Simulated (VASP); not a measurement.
# NaCl (Pm-3m) in VASP: a series of runs, part 2 of 2

VASP 6.6.1. The steps go on from the part before.

## (4) Elastic constants, LDA

File INCAR:

```
SYSTEM = NaCl
PREC = Accurate
ENCUT = 600
EDIFF = 1E-8
ISMEAR = -1
SIGMA = 0.05
LREAL = .False.
LASPH = .True.
NELM = 60
ALGO = Normal
ISIF = 3
LWAVE = .False.
LCHARG = .True.
IBRION = 6
NFREE = 2
POTIM = 0.015
NSW = 1
```

File KPOINTS:

```
Automatic mesh
0
Gamma
  6 6 6
  0 0 0
```

File POSCAR:

```
NaCl
1.0
    3.5021900000      0.0000000000      0.0000000000
    0.0000000000      3.5021900000      0.0000000000
    0.0000000000      0.0000000000      3.5021900000
Cl Na
1 1
Direct
    0.5000000000      0.5000000000      0.5000000000
    0.0000000000      0.0000000000      0.0000000000
```

Potentials or basis: VASP PAW LDA potentials, release 64 (Cl, Na_pv).

On the command line:

```
$ cat potpaw_LDA.64/Cl/POTCAR potpaw_LDA.64/Na_pv/POTCAR > POTCAR
$ mpirun -np 1 vasp_std > vasp.out
```

OUTCAR:

```text
SYSTEM = NaCl
   PREC = Accurate
   ENCUT = 600
   EDIFF = 1E-8
   ISMEAR = -1
   LREAL = .False.
   LASPH = .True.
   NELM = 60
   ISIF = 3
   IBRION = 6
   NFREE = 2
   POTIM = 0.015
   NSW = 1

 ion  position               nearest neighbor table
   1  0.500  0.500  0.500-
   2  0.000  0.000  0.000-

  LATTYP: Found a simple cubic cell.
 ALAT       =     3.5021900000

  Lattice vectors:

 A1 = (   3.5021900000,   0.0000000000,   0.0000000000)
 A2 = (   0.0000000000,   3.5021900000,   0.0000000000)
 A3 = (   0.0000000000,   0.0000000000,   3.5021900000)

Analysis of symmetry for initial positions (statically):
=====================================================================
 Subroutine PRICEL returns:
 Original cell was already a primitive cell.
[... 751 lines left out ...]
  x     0.00000     0.00000     0.00000     0.00000     0.00000     0.00000
  y     0.00000     0.00000     0.00000     0.00000     0.00000     0.00000
  z     0.00000     0.00000     0.00000     0.00000     0.00000     0.00000

 INTERNAL STRAIN TENSOR FOR ION    2 for displacements in x,y,z  (eV/Angst):
          X           Y           Z          XY          YZ          ZX
  --------------------------------------------------------------------------------
  x     0.00000     0.00000     0.00000     0.00000     0.00000     0.00000
  y     0.00000     0.00000     0.00000     0.00000     0.00000     0.00000
  z     0.00000     0.00000     0.00000     0.00000     0.00000     0.00000

 Eigenvectors and eigenvalues of the dynamical matrix
 ----------------------------------------------------

   1 f  =    1.412178 THz     8.872977 2PiTHz   47.105194 cm-1     5.840297 meV
             X         Y         Z           dx          dy          dz
      1.751095  1.751095  1.751095    -0.000000    0.619803    0.000000
      0.000000  0.000000  0.000000    -0.000000   -0.784758    0.000000
[... 21 lines left out ...]
   6 f/i=    0.013355 THz     0.083910 2PiTHz    0.445464 cm-1     0.055230 meV
             X         Y         Z           dx          dy          dz
      1.751095  1.751095  1.751095     0.784758    0.000000   -0.000000
      0.000000  0.000000  0.000000     0.619803   -0.000000    0.000000

--------------------------------------------------------------------------------------------------------

 ELASTIC MODULI CONTR FROM IONIC RELAXATION (kBar)
 Direction    XX          YY          ZZ          XY          YZ          ZX
 --------------------------------------------------------------------------------
 XX           0.0000      0.0000      0.0000      0.0000      0.0000      0.0000
 YY           0.0000      0.0000      0.0000      0.0000      0.0000      0.0000
 ZZ           0.0000      0.0000      0.0000      0.0000      0.0000      0.0000
 XY           0.0000      0.0000      0.0000      0.0000      0.0000      0.0000
 YZ           0.0000      0.0000      0.0000      0.0000      0.0000      0.0000
 ZX           0.0000      0.0000      0.0000      0.0000      0.0000      0.0000
 --------------------------------------------------------------------------------

 TOTAL ELASTIC MODULI (kBar)
 Direction    XX          YY          ZZ          XY          YZ          ZX
 --------------------------------------------------------------------------------
 XX         705.4464    -15.7197    -15.7197      0.0000     -0.0000      0.0000
 YY         -15.7197    705.4464    -15.7197      0.0000      0.0000      0.0000
 ZZ         -15.7197    -15.7197    705.4464      0.0000      0.0000      0.0000
 XY           0.0000      0.0000      0.0000    -42.0179      0.0000      0.0000
 YZ          -0.0000      0.0000      0.0000      0.0000    -42.0179      0.0000
 ZX           0.0000      0.0000      0.0000      0.0000      0.0000    -42.0179
 --------------------------------------------------------------------------------
```

stdout:

```text
POSCAR found type information on POSCAR ClNa
 POSCAR found :  2 types and       2 ions
 scaLAPACK will be used
 LDA part: xc-table for (Slater(with rela. corr.)+CA(PZ))
 , standard interpolation
 POSCAR, INCAR and KPOINTS ok, starting setup
 FFT: planning ... GRIDC
 FFT: planning ... GRID_SOFT
 FFT: planning ... GRID
 WAVECAR not read
 entering main loop
 Found     2 degrees of freedom:
 Adding 6 more for cell shape distortion
 Finite differences POTIM= 0.01500 DOF=   8
 bond charge predicted
 Finite differences progress:
 bond charge predicted
 Finite differences progress:
 bond charge predicted
 Finite differences progress:
 bond charge predicted
 Finite differences progress:
 bond charge predicted
 Finite differences progress:
 bond charge predicted
 Finite differences progress:
 bond charge predicted
 Finite differences progress:
 bond charge predicted
 Finite differences progress:
 bond charge predicted
 Finite differences progress:
 bond charge predicted
 Finite differences progress:
 bond charge predicted
 Finite differences progress:
 bond charge predicted
 Finite differences progress:
 bond charge predicted
 Finite differences progress:
 bond charge predicted
 Finite differences progress:
 bond charge predicted
 Finite differences progress:
 bond charge predicted
 Finite differences progress:
```

Run time: 4.6 min. Hardware: 1 thread of AMD EPYC 7R13, shared host; peak memory 0.17 GiB.

What came out:

```yaml
Elastic_constants_C11_C12_C44: 71, -2, -4 GPa
Voigt_bulk_modulus: 22 GPa
Highest_phonon_frequency_at_Γ_LO-TO_splitting_left_out: 47 cm⁻¹
```

Phonon frequencies in cm⁻¹ (negative: imaginary):
```tsv
q point	frequencies
(0.000, 0.000, 0.000)	0 0 0 47 47 47
```

Elastic tensor in Voigt notation (GPa, in the Cartesian axes of the cell as first typed):
```
71 -2 -2  0  0  0
-2 71 -2  0  0  0
-2 -2 71  0  0  0
 0  0  0 -4  0  0
 0  0  0  0 -4  0
 0  0  0  0  0 -4
```

Clamped-ion elastic tensor (GPa):
```
71 -2 -2  0  0  0
-2 71 -2  0  0  0
-2 -2 71  0  0  0
 0  0  0 -4  0  0
 0  0  0  0 -4  0
 0  0  0  0  0 -4
```

Caveat: the cell is under stress, which shifts elastic constants; the elastic tensor has a negative eigenvalue, so either the cell is unstable as it stands or the mesh is too thin.

## (5) Elastic constants, PBE

File INCAR:

```
PREC = Accurate ; ENCUT = 600
EDIFF = 1E-8 ; ISMEAR = -1
SIGMA = 0.05 ; LREAL = F
LASPH = T ; NELM = 100
ALGO = Normal ; ISIF = 3
LWAVE = F ; LCHARG = F
GGA = PE ; NBANDS = 14
IBRION = 6 ; NFREE = 2
POTIM = 0.015 ; NSW = 1
```

File KPOINTS:

```
Automatic mesh
0
Gamma
  6 6 6
```

POSCAR is that of step 4.

Potentials or basis: VASP PAW PBE potentials, release 64 (Cl, Na_pv).

On the command line:

```
$ cat potpaw_PBE.64/Cl/POTCAR potpaw_PBE.64/Na_pv/POTCAR > POTCAR
$ mpirun -np 1 vasp_std > vasp.out
```

OUTCAR:

```text
PREC = Accurate
   ENCUT = 600
   EDIFF = 1E-8
   ISMEAR = -1
   LREAL = F
   LASPH = T
   NELM = 100
   ISIF = 3
   GGA = PE
   IBRION = 6
   NFREE = 2
   POTIM = 0.015
   NSW = 1

 ion  position               nearest neighbor table
   1  0.500  0.500  0.500-
   2  0.000  0.000  0.000-

  LATTYP: Found a simple cubic cell.
 ALAT       =     3.5021900000

  Lattice vectors:

 A1 = (   3.5021900000,   0.0000000000,   0.0000000000)
 A2 = (   0.0000000000,   3.5021900000,   0.0000000000)
 A3 = (   0.0000000000,   0.0000000000,   3.5021900000)

Analysis of symmetry for initial positions (statically):
=====================================================================
 Subroutine PRICEL returns:
 Original cell was already a primitive cell.

 Routine SETGRP: Setting up the symmetry group for a
 simple cubic supercell.

 Subroutine GETGRP returns: Found 48 space group operations
 (whereof 48 operations were pure point group operations)
 out of a pool of 48 trial point group operations.

The static configuration has the point symmetry O_h .

Analysis of symmetry for dynamics (positions and initial velocities):
=====================================================================
 Subroutine PRICEL returns:
 Original cell was already a primitive cell.

 Routine SETGRP: Setting up the symmetry group for a
 simple cubic supercell.

 Subroutine GETGRP returns: Found 48 space group operations
 (whereof 48 operations were pure point group operations)
 out of a pool of 48 trial point group operations.

The dynamic configuration has the point symmetry O_h .

 Subroutine INISYM returns: Found 48 space group operations
 (whereof 48 operations are pure point group operations),
 and found     1 'primitive' translations

----------------------------------------------------------------------------------------

                                     Primitive cell

  volume of cell :      42.9555

  direct lattice vectors                    reciprocal lattice vectors
     3.502190000  0.000000000  0.000000000     0.285535622  0.000000000  0.000000000
     0.000000000  3.502190000  0.000000000     0.000000000  0.285535622  0.000000000
     0.000000000  0.000000000  3.502190000     0.000000000  0.000000000  0.285535622

  length of vectors
     3.502190000  3.502190000  3.502190000     0.285535622  0.285535622  0.285535622

  position of ions in fractional coordinates (direct lattice)
     0.500000000  0.500000000  0.500000000
     0.000000000  0.000000000  0.000000000

  ion indices of the primitive-cell ions
   primitive index   ion index
                 1           1
                 2           2
[... 297 lines left out ...]

 number of electron      13.9999987 magnetization

 Free energy of the ion-electron system (eV)
  ---------------------------------------------------
  ext. energy  EPLUGINS =         0.00000000
  ---------------------------------------------------
  free energy    TOTEN  =        -6.46859389 eV

  energy without entropy =       -6.46859389  energy(sigma->0) =       -6.46859389

 E-fermi :   1.5428     XC(G=0):  -8.4322

 val. band max:        0.4248167824   @ k =   0.0000   0.5000   0.5000
 cond. band min:       4.4037361734   @ k =   0.0000   0.0000   0.0000
 fundamental gap:      3.9789193910
 Fermi energy:         1.5428467769

 k-point     1 :       0.0000    0.0000    0.0000
  band No.  band energies     occupation
      1     -21.6495      2.00000
      2     -21.6495      2.00000
      3     -21.6495      2.00000
      4     -12.9510      2.00000
      5      -0.0658      2.00000
      6      -0.0658      2.00000
      7      -0.0658      2.00000
      8       4.4037      0.00000
      9       9.0041      0.00000
     10       9.0045      0.00000
     11      16.1131      0.00000
     12      16.1133      0.00000
     13      16.1133      0.00000
     14      16.3378      0.00000
[... 377 lines left out ...]
      1     -21.6595      2.00000
      2     -21.6574      2.00000
      3     -21.6477      2.00000
      4     -12.7873      2.00000
      5      -0.8952      2.00000
      6      -0.6118      2.00000
      7       0.0480      2.00000
      8       5.7835      0.00000
      9       9.5593      0.00000
     10       9.9480      0.00000
     11      12.8310      0.00000
     12      14.1412      0.00000
     13      15.1082      0.00000
     14      16.1730      0.00000

 [... further k-points ...]

------------------------ aborting loop because EDIFF is reached ----------------------------------------

  FORCE on cell =-STRESS in cart. coord.  units (eV):
  Direction    XX          YY          ZZ          XY          YZ          ZX
  --------------------------------------------------------------------------------------
  -------------------------------------------------------------------------------------
  Total        0.0278734      0.0276216      0.0276216      0.0000000     -0.0000000      0.0000000
  in kB        1.0396359      1.0302438      1.0302438      0.0000000     -0.0000000      0.0000000
  external PRESSURE =       1.0333745 kB  Pullay stress =       0.0000000 kB
[... 17 lines left out ...]
  FREE ENERGIE OF THE ION-ELECTRON SYSTEM (eV)
  ---------------------------------------------------
  free  energy   TOTEN  =        -6.4685938939 eV

  energy  without entropy=       -6.4685938938  energy(sigma->0) =       -6.46859389

 INTERNAL STRAIN TENSORS FROM STRAINED CELLS
 ============================================

 INTERNAL STRAIN TENSOR FOR ION    1 for displacements in x,y,z  (eV/Angst):
          X           Y           Z          XY          YZ          ZX
  --------------------------------------------------------------------------------
  x     0.00000     0.00000     0.00000     0.00000     0.00000    -0.00000
  y     0.00000     0.00000     0.00000     0.00000     0.00000     0.00000
  z     0.00000     0.00000     0.00000     0.00000     0.00000     0.00000

 INTERNAL STRAIN TENSORS FROM DISPLACED ATOMS
 ============================================

 INTERNAL STRAIN TENSOR FOR ION    1 for displacements in x,y,z  (eV/Angst):
          X           Y           Z          XY          YZ          ZX
  --------------------------------------------------------------------------------
  x     0.00000     0.00000     0.00000     0.00000     0.00000     0.00000
  y     0.00000     0.00000     0.00000     0.00000     0.00000     0.00000
  z     0.00000     0.00000     0.00000     0.00000     0.00000     0.00000

 INTERNAL STRAIN TENSOR FOR ION    2 for displacements in x,y,z  (eV/Angst):
          X           Y           Z          XY          YZ          ZX
  --------------------------------------------------------------------------------
  x     0.00000     0.00000     0.00000     0.00000     0.00000     0.00000
  y     0.00000     0.00000     0.00000     0.00000     0.00000     0.00000
  z     0.00000     0.00000     0.00000     0.00000     0.00000     0.00000

 Eigenvectors and eigenvalues of the dynamical matrix
 ----------------------------------------------------

   1 f  =    2.351340 THz    14.773905 2PiTHz   78.432260 cm-1     9.724356 meV
             X         Y         Z           dx          dy          dz
      1.751095  1.751095  1.751095     0.469772   -0.428040    0.061706
      0.000000  0.000000  0.000000    -0.566210    0.515910   -0.074373
[... 21 lines left out ...]
   6 f/i=    0.034403 THz     0.216159 2PiTHz    1.147555 cm-1     0.142279 meV
             X         Y         Z           dx          dy          dz
      1.751095  1.751095  1.751095     0.615400   -0.289345    0.360348
      0.000000  0.000000  0.000000     0.510584   -0.240063    0.298973

--------------------------------------------------------------------------------------------------------

 ELASTIC MODULI CONTR FROM IONIC RELAXATION (kBar)
 Direction    XX          YY          ZZ          XY          YZ          ZX
 --------------------------------------------------------------------------------
 XX           0.0000      0.0000      0.0000      0.0000      0.0000      0.0000
 YY           0.0000      0.0000      0.0000      0.0000      0.0000      0.0000
 ZZ           0.0000      0.0000      0.0000      0.0000      0.0000      0.0000
 XY           0.0000      0.0000      0.0000      0.0000      0.0000      0.0000
 YZ           0.0000      0.0000      0.0000      0.0000      0.0000      0.0000
 ZX           0.0000      0.0000      0.0000      0.0000      0.0000      0.0000
 --------------------------------------------------------------------------------

 TOTAL ELASTIC MODULI (kBar)
 Direction    XX          YY          ZZ          XY          YZ          ZX
 --------------------------------------------------------------------------------
 XX         768.3516      8.3269      8.3269     -0.0000      0.0000     -0.0000
 YY           8.3269    768.3516      8.3269     -0.0000     -0.0000      0.0000
 ZZ           8.3269      8.3269    768.3516      0.0000     -0.0000     -0.0000
 XY          -0.0000     -0.0000      0.0000    -25.5493      0.0000      0.0000
 YZ           0.0000     -0.0000     -0.0000      0.0000    -25.5493      0.0000
 ZX          -0.0000      0.0000     -0.0000      0.0000      0.0000    -25.5493
 --------------------------------------------------------------------------------
```

Wall time 6.4 min (1 thread of Intel Xeon Platinum 8259CL at 2.50GHz (Skylake/Cascade Lake), shared host); peak memory 0.22 GiB.

Results:

```yaml
Elastic_constants_C11_C12_C44: 77, 1, -3 GPa
Voigt_bulk_modulus: 26 GPa
Highest_phonon_frequency_at_Γ_LO-TO_splitting_left_out: 78 cm⁻¹
```

Phonon frequencies in cm⁻¹ (negative: imaginary):
| q point | frequencies |
| --- | --- |
| (0.000, 0.000, 0.000) | -1 -1 -1 78 78 78 |

Elastic tensor in Voigt notation (GPa, in the Cartesian axes of the cell as first typed):
```
77  1  1  0  0  0
 1 77  1  0  0  0
 1  1 77  0  0  0
 0  0  0 -3  0  0
 0  0  0  0 -3  0
 0  0  0  0  0 -3
```

Clamped-ion elastic tensor (GPa):
```
77  1  1  0  0  0
 1 77  1  0  0  0
 1  1 77  0  0  0
 0  0  0 -3  0  0
 0  0  0  0 -3  0
 0  0  0  0  0 -3
```

Caveat: the elastic tensor has a negative eigenvalue, so either the cell is unstable as it stands or the mesh is too thin.
